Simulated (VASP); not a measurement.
# CsCl (Pm-3m) in VASP: notebook

Runs on CsCl. Level: PBEsol. Tasks: single point, relaxation of cell and atoms.

Program: VASP 6.6.1. These are calculated values, not measurements. Logs are shortened: lines on timing, memory, paths and dates and some standing lists are left out, and cuts for length are marked.

## Step 1: The cell of the first run

It takes space group Pm-3m (No. 221, cubic). The conventional cell has a = 4.065 Å, b = 4.065 Å, c = 4.065 Å, α = 90.00°, β = 90.00°, γ = 90.00°. Within 4.6 Å of Cs (site symmetry m-3m) lie 8 Cl at 3.52 Å and 6 Cs at 4.07 Å. Cl (site symmetry m-3m) has 8 Cs at 3.52 Å and 6 Cl at 4.07 Å within 4.6 Å.

## Step 2: Single point, PBEsol

INCAR reads:

```
SYSTEM = CsCl
PREC = Accurate
ENCUT = 500
EDIFF = 1E-6
ISMEAR = -1
SIGMA = 0.1
LREAL = .FALSE.
LASPH = .TRUE.
NELM = 120
ALGO = Normal
ISIF = 2
LWAVE = .FALSE.
LCHARG = .FALSE.
GGA = PS
NBANDS = 15
GGA_COMPAT = .FALSE.
```

KPOINTS reads:

```
regular mesh
0
G
  10 10 10
  0 0 0
```

POSCAR reads:

```
CsCl
1.0
    4.0653447220      0.0000000000      0.0000000000
    0.0000000000      4.0653447220      0.0000000000
    0.0000000000      0.0000000000      4.0653447220
Cs Cl
1 1
Direct
    0.0000000000      0.0000000000      0.0000000000
    0.5000000000      0.5000000000      0.5000000000
```

Potentials or basis: VASP PAW PBE potentials, release 64 (Cs_sv, Cl).

On the command line:

```console
cat potpaw_PBE.64/Cs_sv/POTCAR potpaw_PBE.64/Cl/POTCAR > POTCAR
mpirun -np 1 vasp_std > vasp.out
```

OUTCAR:

```text
SYSTEM = CsCl
   PREC = Accurate
   ENCUT = 500
   EDIFF = 1E-6
   ISMEAR = -1
   LREAL = .FALSE.
   LASPH = .TRUE.
   NELM = 120
   ISIF = 2
   GGA = PS

 ion  position               nearest neighbor table
   1  0.000  0.000  0.000-
   2  0.500  0.500  0.500-

  LATTYP: Found a simple cubic cell.
 ALAT       =     4.0653447220

  Lattice vectors:

 A1 = (   4.0653447220,   0.0000000000,   0.0000000000)
 A2 = (   0.0000000000,   4.0653447220,   0.0000000000)
 A3 = (   0.0000000000,   0.0000000000,   4.0653447220)

Analysis of symmetry for initial positions (statically):
=====================================================================
 Subroutine PRICEL returns:
 Original cell was already a primitive cell.

 Routine SETGRP: Setting up the symmetry group for a
 simple cubic supercell.

 Subroutine GETGRP returns: Found 48 space group operations
 (whereof 48 operations were pure point group operations)
 out of a pool of 48 trial point group operations.

The static configuration has the point symmetry O_h .

Analysis of symmetry for dynamics (positions and initial velocities):
=====================================================================
 Subroutine PRICEL returns:
 Original cell was already a primitive cell.

 Routine SETGRP: Setting up the symmetry group for a
 simple cubic supercell.

 Subroutine GETGRP returns: Found 48 space group operations
 (whereof 48 operations were pure point group operations)
 out of a pool of 48 trial point group operations.

The dynamic configuration has the point symmetry O_h .

 Subroutine INISYM returns: Found 48 space group operations
 (whereof 48 operations are pure point group operations),
 and found     1 'primitive' translations

----------------------------------------------------------------------------------------

                                     Primitive cell

  volume of cell :      67.1881

  direct lattice vectors                    reciprocal lattice vectors
     4.065344722  0.000000000  0.000000000     0.245981600  0.000000000  0.000000000
     0.000000000  4.065344722  0.000000000     0.000000000  0.245981600  0.000000000
     0.000000000  0.000000000  4.065344722     0.000000000  0.000000000  0.245981600

  length of vectors
     4.065344722  4.065344722  4.065344722     0.245981600  0.245981600  0.245981600

[... 86 lines left out ...]
   ISIF   =      2    stress and relaxation
   ISYM   =      2    0-nonsym 1-usesym 2-fastsym
   POTIM  = 0.5000    time-step for ionic-motion
   TEBEG  =    0.0;   TEEND  =   0.0 temperature during run
   PSTRESS=    0.0 pullay stress
   NELECT =      16.0000    total number of electrons
   NUPDOWN=      -1.0000    fix difference up-down
   EMIN   =  10.00;   EMAX   =-10.00  energy-range for DOS
   EFERMI =   0.00;   METHOD = LEGACY
   ISMEAR =    -1;   SIGMA  =   0.10  broadening in eV -4-tet -1-fermi 0-gaus
   EFERMI_NEDOS =   21; number of points for ismear=-14 and -15
   IALGO  =     38    algorithm
   IMIX   =      4    mixing-type and parameters
     AMIX     =   0.40;   BMIX     =  1.00
     AMIX_MAG =   1.60;   BMIX_MAG =  1.00
  volume/ion in A,a.u.               =      33.59       226.70
  Fermi-wavevector in a.u.,A,eV,Ry     =   1.014731  1.917563 14.009624  1.029678
  Thomas-Fermi vector in A             =   2.147975
   LORBIT       =      0    0 simple, 1 ext, 2 COOP (PROOUT), +10 PAW based schemes
   GGA     = PS    functional components
   LHFCALC =     F    Hartree Fock is set to
   AEXX    =    0.0000 exact exchange contribution
   IVDW    =     0    specifies the selected vdW correction
   LEPSILON=     F    determine dielectric tensor
   LRPA    =     F    only Hartree local field effects (RPA)
 non-spin polarized calculation
  energy-cutoff  :      500.00
  volume of cell :       67.19
 maximum number of plane-waves:      1743
 NGX is ok and might be reduce to    30
   NGX = 15   NGY = 15   NGZ = 15

 number of electron      16.0000008 magnetization

 Free energy of the ion-electron system (eV)
  ---------------------------------------------------
  ext. energy  EPLUGINS =         0.00000000
  ---------------------------------------------------
  free energy    TOTEN  =        -6.84493337 eV

  energy without entropy =       -6.84493337  energy(sigma->0) =       -6.84493337

 E-fermi :   2.0544     XC(G=0):  -8.6740

 val. band max:       -0.1815577966   @ k =   0.0000   0.0000   0.0000
 cond. band min:       5.0293188731   @ k =   0.0000   0.0000   0.0000
 fundamental gap:      5.2108766697
 Fermi energy:         2.0544270414

 k-point     1 :       0.0000    0.0000    0.0000
  band No.  band energies     occupation
      1     -19.5058      2.00000
      2     -12.3984      2.00000
      3      -5.9447      2.00000
      4      -5.9447      2.00000
      5      -5.9447      2.00000
      6      -0.1816      2.00000
      7      -0.1816      2.00000
      8      -0.1816      2.00000
      9       5.0293      0.00000
     10       5.0293      0.00000
     11       5.0562      0.00000
     12       9.9632      0.00000
     13       9.9632      0.00000
     14       9.9632      0.00000
[... 401 lines left out ...]
      2     -12.4240      2.00000
      3      -6.3849      2.00000
      4      -5.9218      2.00000
      5      -5.9058      2.00000
      6      -1.0313      2.00000
      7      -0.4573      2.00000
      8      -0.3525      2.00000
      9       5.9822      0.00000
     10       6.7191      0.00000
     11       7.2922      0.00000
     12       8.8955      0.00000
     13       9.1467      0.00000
     14       9.9377      0.00000
     15      11.0320      0.00000

 [... further k-points ...]

------------------------ aborting loop because EDIFF is reached ----------------------------------------

  FORCE on cell =-STRESS in cart. coord.  units (eV):
  Direction    XX          YY          ZZ          XY          YZ          ZX
  --------------------------------------------------------------------------------------
  -------------------------------------------------------------------------------------
  Total        0.0347725      0.0347725      0.0347725     -0.0000000     -0.0000000      0.0000000
  in kB        0.8291914      0.8291914      0.8291914     -0.0000000     -0.0000000      0.0000000
  external PRESSURE =       0.8291914 kB  Pullay stress =       0.0000000 kB

 VOLUME and BASIS-vectors are now :
 -----------------------------------------------------------------------------
  energy-cutoff  :      500.00
  volume of cell :       67.19
      direct lattice vectors                 reciprocal lattice vectors
     4.065344722  0.000000000  0.000000000     0.245981600  0.000000000  0.000000000
     0.000000000  4.065344722  0.000000000     0.000000000  0.245981600  0.000000000
     0.000000000  0.000000000  4.065344722     0.000000000  0.000000000  0.245981600

 POSITION                                       TOTAL-FORCE (eV/Angst)
 -----------------------------------------------------------------------------------
      0.00000      0.00000      0.00000         0.000000      0.000000      0.000000
      2.03267      2.03267      2.03267         0.000000      0.000000      0.000000
 -----------------------------------------------------------------------------------
    total drift:                                0.000000      0.000000     -0.000000

  FREE ENERGIE OF THE ION-ELECTRON SYSTEM (eV)
  ---------------------------------------------------
  free  energy   TOTEN  =        -6.8449333671 eV

  energy  without entropy=       -6.8449333670  energy(sigma->0) =       -6.84493337
```

stdout:

```text
POSCAR found type information on POSCAR CsCl
 POSCAR found :  2 types and       2 ions
 scaLAPACK will be used
 -----------------------------------------------------------------------------
|                                                                             |
|                                                                             |
|     You enforced a specific xc type in the INCAR file but a different       |
|     I HOPE YOU KNOW WHAT YOU ARE DOING!                                     |
|                                                                             |
 -----------------------------------------------------------------------------

 LDA part: xc-table for (Slater+PW92), standard interpolation
 POSCAR, INCAR and KPOINTS ok, starting setup
 FFT: planning ... GRIDC
 FFT: planning ... GRID_SOFT
 FFT: planning ... GRID
 WAVECAR not read
 entering main loop
```

It took 64 s on 1 thread of Intel Xeon 8259CL, shared host; peak memory 0.2 GiB.

Results:

| Quantity | Value |
| --- | --- |
| Free energy | -6.8449 eV |
| Pressure | 0.1 GPa |
| Band gap on the k mesh | 5.21 eV |

Caveat: the PAW data sets were made with another functional, which shifts forces and pressure a little; spin-orbit coupling is left out, which moves the levels of the heavy elements. A k mesh can miss the band edges.

## Step 3: Relaxation of cell and atoms, PBEsol

This run uses another cell than the first one, of 35.04 Å³/atom.

INCAR reads:

```
SYSTEM = CsCl
PREC = Accurate
ENCUT = 500
EDIFF = 1E-7
ISMEAR = -1
SIGMA = 0.1
LREAL = .False.
LASPH = .True.
NELM = 120
ALGO = Normal
ISIF = 3
LWAVE = .False.
LCHARG = .False.
GGA = PS
IBRION = 2
NSW = 100
EDIFFG = -0.002
GGA_COMPAT = .False.
NELMIN = 4
```

KPOINTS reads:

```
Automatic mesh
0
Gamma
  10 10 10
  0 0 0
```

POSCAR reads:

```
CsCl
1.0
    4.1230000000      0.0000000000      0.0000000000
    0.0000000000      4.1230000000      0.0000000000
    0.0000000000      0.0000000000      4.1230000000
Cs Cl
1 1
Direct
    0.0000000000      0.0000000000      0.0000000000
    0.5000000000      0.5000000000      0.5000000000
```

Potentials or basis: VASP PAW PBE potentials, release 64 (Cs_sv, Cl).

On the command line:

```console
cat potpaw_PBE.64/Cs_sv/POTCAR potpaw_PBE.64/Cl/POTCAR > POTCAR
mpirun -np 1 vasp_std > vasp.out
```

It took 2.9 min on 1 thread of Intel Xeon 8259CL, shared host; peak memory 0.2 GiB.

The run converged. Its results:

| Quantity | Value |
| --- | --- |
| Free energy | -6.8458 eV |
| Relaxed volume | 33.75 Å³/atom |
| Relaxed cell | a = 4.072 Å, b = 4.072 Å, c = 4.072 Å, α = 90.00°, β = 90.00°, γ = 90.00° |
| Space group after relaxing (to 0.1 Å) | Pm-3m (No. 221) |
| Energy gained by relaxing | 2.7 meV/atom |
| Ionic steps | 4 |
| Pressure after relaxing | 0.0 GPa |
| Band gap on the k mesh | 5.22 eV |

Step by step:
```
step  energy change (eV)  largest force (eV/Å)  pressure (GPa)  volume (Å³)
   1              0.0000                0.0000           -0.64        70.09
   2             -0.0042                0.0000           -0.31        68.69
   3             -0.0053                0.0000           -0.01        67.55
   4             -0.0053                0.0000            0.00        67.50
```

Final structure:
```
CELL_PARAMETERS angstrom
4.07154 0.00000 0.00000
0.00000 4.07154 0.00000
0.00000 0.00000 4.07154
ATOMIC_POSITIONS crystal
Cs 0.00000 0.00000 0.00000
Cl 0.50000 0.50000 0.50000
```

Levels at points of the mesh, in eV from the valence-band top:
| k point | band 4 | band 5 | band 6 | band 7 | band 8 | band 9 | band 10 | band 11 | band 12 |
| --- | --- | --- | --- | --- | --- | --- | --- | --- | --- |
| (0.00, 0.00, 0.00) | -5.77 | -5.77 | 0.00 | 0.00 | 0.00 | 5.22 | 5.22 | 5.22 | 10.13 |
| (0.50, 0.00, 0.00) | -5.60 | -5.60 | -1.30 | -0.28 | -0.28 | 6.32 | 7.67 | 8.94 | 9.08 |
| (0.50, 0.50, 0.00) | -6.65 | -5.50 | -0.44 | -0.44 | -0.08 | 5.84 | 5.91 | 7.93 | 7.93 |
| (0.50, 0.50, 0.50) | -6.36 | -6.36 | -1.24 | -1.24 | -1.24 | 8.58 | 8.58 | 8.58 | 10.58 |

Caveat: the PAW data sets were made with another functional, which shifts forces and pressure a little; spin-orbit coupling is left out, which moves the levels of the heavy elements. A k mesh can miss the band edges.
